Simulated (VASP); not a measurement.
# Re (Fd-3m) in VASP: notebook

Runs on Re. Level: LDA. Tasks: relaxation of cell and atoms, single point.

Everything below comes from runs of VASP 6.6.1. Logs are shortened: lines on timing, memory, paths and dates and some standing lists are left out, and cuts for length are marked.

### Step 1. The cell of the first run

Symmetry: Fd-3m, No. 227, cubic system. The conventional cell has a = 5.416 Å, b = 5.416 Å, c = 5.416 Å, α = 90.00°, β = 90.00°, γ = 90.00°. Within 3.1 Å of Re (site symmetry -43m) lie 4 Re at 2.35 Å.

This isn't the form of Re at room conditions, which is hcp.

### Step 2. Relaxation of cell and atoms, LDA

The input, INCAR:

```
ALGO     = Normal         # electronic algorithm
EDIFF    = 1E-6           # SCF threshold, eV
EDIFFG   = -0.01          # ionic threshold
ENCUT    = 600            # plane-wave cutoff, eV
GGA      = CA             # functional
IBRION   = 2              # ionic algorithm
ISIF     = 3              # what is computed and relaxed
ISMEAR   = -1             # smearing method
LASPH    = T              # aspherical terms in the spheres
LCHARG   = F              # write CHGCAR
LREAL    = F              # projectors in reciprocal space
LWAVE    = F              # write WAVECAR
NELM     = 80             # most SCF steps
NSW      = 80             # ionic steps
PREC     = Accurate       # precision mode
SIGMA    = 0.1            # smearing width, eV
```

The input, KPOINTS:

```
k-points
0
Gamma
  10 10 10
```

The input, POSCAR:

```
Re
1.0
    0.0000000000      2.7082441576      2.7082441576
    2.7082441576      0.0000000000      2.7082441576
    2.7082441576      2.7082441576      0.0000000000
Re
2
Direct
    0.1250000000      0.1250000000      0.1250000000
    0.8750000000      0.8750000000      0.8750000000
```

Potentials or basis: VASP PAW LDA potentials, release 64 (Re).

Started as:

```console
cat potpaw_LDA.64/Re/POTCAR > POTCAR
mpirun -np 1 vasp_std > vasp.out
```

OUTCAR:

```text
EDIFF = 1E-6
   EDIFFG = -0.01
   ENCUT = 600
   GGA = CA
   IBRION = 2
   ISIF = 3
   ISMEAR = -1
   LASPH = T
   LREAL = F
   NELM = 80
   NSW = 80
   PREC = Accurate

 ion  position               nearest neighbor table
   1  0.125  0.125  0.125-   2 2.35   2 2.35   2 2.35   2 2.35
   2  0.875  0.875  0.875-   1 2.35   1 2.35   1 2.35   1 2.35

  LATTYP: Found a face centered cubic cell.
 ALAT       =     5.4164883152

  Lattice vectors:

 A1 = (   0.0000000000,   2.7082441576,   2.7082441576)
 A2 = (   2.7082441576,   0.0000000000,   2.7082441576)
 A3 = (   2.7082441576,   2.7082441576,   0.0000000000)

Analysis of symmetry for initial positions (statically):
=====================================================================
 Subroutine PRICEL returns:
 Original cell was already a primitive cell.

 Routine SETGRP: Setting up the symmetry group for a
 face centered cubic supercell.

 Subroutine GETGRP returns: Found 48 space group operations
 (whereof 12 operations were pure point group operations)
 out of a pool of 48 trial point group operations.

The static configuration has the point symmetry D_3d.
 The point group associated with its full space group is O_h .

Analysis of symmetry for dynamics (positions and initial velocities):
=====================================================================
 Subroutine PRICEL returns:
 Original cell was already a primitive cell.

 Routine SETGRP: Setting up the symmetry group for a
 face centered cubic supercell.

 Subroutine GETGRP returns: Found 48 space group operations
 (whereof 12 operations were pure point group operations)
 out of a pool of 48 trial point group operations.

The dynamic configuration has the point symmetry D_3d.
 The point group associated with its full space group is O_h .

 Subroutine INISYM returns: Found 48 space group operations
 (whereof 12 operations are pure point group operations),
 and found     1 'primitive' translations

----------------------------------------------------------------------------------------

                                     Primitive cell

  volume of cell :      39.7277

  direct lattice vectors                    reciprocal lattice vectors
     0.000000000  2.708244158  2.708244158    -0.184621464  0.184621464  0.184621464
     2.708244158  0.000000000  2.708244158     0.184621464 -0.184621464  0.184621464
     2.708244158  2.708244158  0.000000000     0.184621464  0.184621464 -0.184621464

  length of vectors
     3.830035618  3.830035618  3.830035618     0.319773755  0.319773755  0.319773755

[... 105 lines left out ...]
   GGA     = CA    functional components
   LHFCALC =     F    Hartree Fock is set to
   AEXX    =    0.0000 exact exchange contribution
   IVDW    =     0    specifies the selected vdW correction
   LEPSILON=     F    determine dielectric tensor
   LRPA    =     F    only Hartree local field effects (RPA)
 conjugate gradient relaxation of ions
 non-spin polarized calculation
  energy-cutoff  :      600.00
  volume of cell :       39.73
 maximum number of plane-waves:      1363
   NGX = 15   NGY = 15   NGZ = 15

--------------------------------------- Ionic step        1  -------------------------------------------

 number of electron      14.0000001 magnetization

 Free energy of the ion-electron system (eV)
  ---------------------------------------------------
  ext. energy  EPLUGINS =         0.00000000
  ---------------------------------------------------
  free energy    TOTEN  =       -23.93212257 eV

  energy without entropy =      -23.88808365  energy(sigma->0) =      -23.91010311

------------------------ aborting loop because EDIFF is reached ----------------------------------------

  FORCE on cell =-STRESS in cart. coord.  units (eV):
  Direction    XX          YY          ZZ          XY          YZ          ZX
  --------------------------------------------------------------------------------------
  -------------------------------------------------------------------------------------
  Total        4.0555958      4.0555958      4.0555958      0.0000000      0.0000000     -0.0000000
  in kB      163.5580066    163.5580066    163.5580066      0.0000000      0.0000000     -0.0000000
  external PRESSURE =     163.5580066 kB  Pullay stress =       0.0000000 kB
[... 23 lines left out ...]
--------------------------------------- Ionic step        2  -------------------------------------------

 number of electron      14.0000001 magnetization

 E-fermi :   2.0496     XC(G=0): -10.4685

 val. band max:        2.0481991818   @ k =  -0.4000   0.4000   0.0000
 cond. band min:       2.0510983027   @ k =  -0.4000   0.2000   0.0000
 fundamental gap:      0.0028991210
 Fermi energy:         2.0495632598

 k-point     1 :       0.0000    0.0000    0.0000
  band No.  band energies     occupation
      1      -4.0359      2.00000
      2      -0.3462      2.00000
      3      -0.3462      2.00000
      4       0.1110      2.00000
      5       0.1110      2.00000
      6       0.1110      2.00000
      7       2.5672      0.01123
      8       2.5672      0.01123
      9       2.5672      0.01123
     10       5.2681      0.00000
     11       5.2681      0.00000
[... 387 lines left out ...]
  FREE ENERGIE OF THE ION-ELECTRON SYSTEM (eV)
  ---------------------------------------------------
  free  energy   TOTEN  =       -24.0739481917 eV

  energy  without entropy=      -24.0276709746  energy(sigma->0) =      -24.05080958

[... ionic steps 4 to 13 ...]

--------------------------------------- Ionic step       14  -------------------------------------------

 number of electron      13.9999999 magnetization

------------------------ aborting loop because EDIFF is reached ----------------------------------------
[... 67 lines left out ...]
--------------------------------------- Ionic step       16  -------------------------------------------

 number of electron      13.9999999 magnetization

 Free energy of the ion-electron system (eV)
  ---------------------------------------------------
  ext. energy  EPLUGINS =         0.00000000
  ---------------------------------------------------
  free energy    TOTEN  =       -24.07482595 eV

  energy without entropy =      -24.02872976  energy(sigma->0) =      -24.05177785

 E-fermi :   3.7699     XC(G=0): -11.4528

 val. band max:        3.7302624441   @ k =   0.5000   0.5000   0.0000
 cond. band min:       3.7770543089   @ k =  -0.1000   0.1000   0.0000
 fundamental gap:      0.0467918648
 Fermi energy:         3.7698626269

 k-point     1 :       0.0000    0.0000    0.0000
  band No.  band energies     occupation
      1      -3.2672      2.00000
      2       0.5324      2.00000
      3       0.5324      2.00000
      4       1.4477      2.00000
      5       1.4477      2.00000
      6       1.4477      2.00000
      7       4.4474      0.00228
      8       4.4474      0.00228
      9       4.4474      0.00228
     10       8.1823      0.00000
     11       8.1823      0.00000
[... 351 lines left out ...]
  FREE ENERGIE OF THE ION-ELECTRON SYSTEM (eV)
  ---------------------------------------------------
  free  energy   TOTEN  =       -24.0748259482 eV

  energy  without entropy=      -24.0287297556  energy(sigma->0) =      -24.05177785

 reached required accuracy - stopping structural energy minimisation
```

CONTCAR:

```text
Re
   1.00000000000000
     0.0000000000000000    2.7737254065812214    2.7737254065812214
     2.7737254065812214    0.0000000000000000    2.7737254065812214
     2.7737254065812214    2.7737254065812214   -0.0000000000000000
  Re
     2
Direct
     0.1250000000000000    0.1250000000000000    0.1250000000000000
     0.8750000000000000    0.8750000000000000    0.8750000000000000

  0.00000000E+00  0.00000000E+00  0.00000000E+00
  0.00000000E+00  0.00000000E+00  0.00000000E+00
```

It took 76 s on 1 thread of Intel Xeon Platinum 8488C (Sapphire Rapids), shared host; peak memory 0.17 GiB.

What came out:

```
Free energy                           : -24.0748 eV
Relaxed volume                        : 21.34 Å³/atom
Relaxed cell                          : a = 3.923 Å, b = 3.923 Å, c = 3.923 Å, α = 60.00°, β = 60.00°, γ = 60.00°
Space group after relaxing (to 0.1 Å) : Fd-3m (No. 227)
Energy gained by relaxing             : 71.4 meV/atom
Ionic steps                           : 16
Pressure after relaxing               : 0.1 GPa
Band gap on the k mesh                : zero (bands 7 and 8 overlap by 1.25 eV)
```

Step by step:
```
step  energy change (eV)  largest force (eV/Å)  pressure (GPa)  volume (Å³)
   1              0.0000                0.0000           16.36        39.73
   2              0.8423                0.0000          -26.64        52.56
   3             -0.1418                0.0000           -1.14        42.94
   4             -0.1427                0.0000           -0.11        42.71
   5             -0.1427                0.0000            0.20        42.65
   6             -0.1427                0.0000            0.18        42.65
   7             -0.1427                0.0000            0.22        42.65
   8             -0.1427                0.0000            0.18        42.65
   9             -0.1427                0.0000            0.17        42.65
  10             -0.1427                0.0000            0.17        42.65
  11             -0.1427                0.0000            0.16        42.66
  12             -0.1427                0.0000            0.16        42.66
  13             -0.1427                0.0000            0.14        42.66
  14             -0.1427                0.0000            0.17        42.66
  15             -0.1427                0.0000            0.16        42.67
  16             -0.1427                0.0000            0.06        42.68
```

Final structure:
```yaml
crystal:
  lattice:
    - [0.00000, 2.77373, 2.77373]
    - [2.77373, 0.00000, 2.77373]
    - [2.77373, 2.77373, 0.00000]
  atoms:
    - { symbol: Re, position: [0.12500, 0.12500, 0.12500] }
    - { symbol: Re, position: [0.87500, 0.87500, 0.87500] }
```

Levels at points of the mesh, in eV from the Fermi level:
```
           k point  band 4  band 5  band 6  band 7  band 8  band 9  band 10  band 11
(0.00, 0.00, 0.00)   -2.32   -2.32   -2.32    0.68    0.68    0.68     4.41     4.41
(0.50, 0.00, 0.00)   -2.92   -2.59   -2.59   -0.82    1.85    1.85     3.49     3.49
(0.50, 0.50, 0.00)   -2.53   -1.85   -1.85   -0.04   -0.04    3.88     3.88     4.87
```

Caveat: spin-orbit coupling is left out, which moves the levels of the heavy elements.

### Step 3. Single point, LDA

This run uses another cell than the first one, of 21.50 Å³/atom.

The input, INCAR:

```
  ALGO = Normal
  EDIFF = 1E-7
  ENCUT = 520
  GGA = CA
  ISIF = 2
  ISMEAR = -1
  LASPH = True
  LCHARG = False
  LREAL = False
  LWAVE = False
  NBANDS = 14
  NELM = 80
  PREC = Accurate
  SIGMA = 0.1
```

The input, KPOINTS:

```
k-points
0
Gamma
  16 16 16
```

The input, POSCAR:

```
Re
1.0
    0.0000000000      2.7808411420      2.7808411420
    2.7808411420      0.0000000000      2.7808411420
    2.7808411420      2.7808411420      0.0000000000
Re
2
Direct
    0.1250000000      0.1250000000      0.1250000000
    0.8750000000      0.8750000000      0.8750000000
```

Potentials or basis: VASP PAW LDA potentials, release 64 (Re).

Started as:

```console
cat potpaw_LDA.64/Re/POTCAR > POTCAR
mpirun -np 1 vasp_std > vasp.out
```

Run time: 66 s. Hardware: 1 thread of Intel Xeon Platinum 8488C (Sapphire Rapids), shared host; peak memory 0.2 GiB.

It converged, with:

* Free energy: -24.0751 eV
* Pressure: -1.5 GPa
* Band gap on the k mesh: zero (bands 7 and 8 overlap by 1.48 eV)

Levels at points of the mesh, in eV from the Fermi level:
| k point | band 5 | band 6 | band 7 | band 8 | band 9 | band 10 |
| --- | --- | --- | --- | --- | --- | --- |
| (0.00, 0.00, 0.00) | -2.33 | -2.33 | 0.65 | 0.65 | 0.65 | 4.34 |
| (0.50, 0.00, 0.00) | -2.59 | -2.59 | -0.84 | 1.81 | 1.81 | 3.43 |
| (0.50, 0.50, 0.00) | -1.88 | -1.88 | -0.05 | -0.05 | 3.82 | 3.82 |

Caveat: spin-orbit coupling is left out, which moves the levels of the heavy elements.

The gap in the log of VASP goes by the Fermi energy; the results here count the filled bands.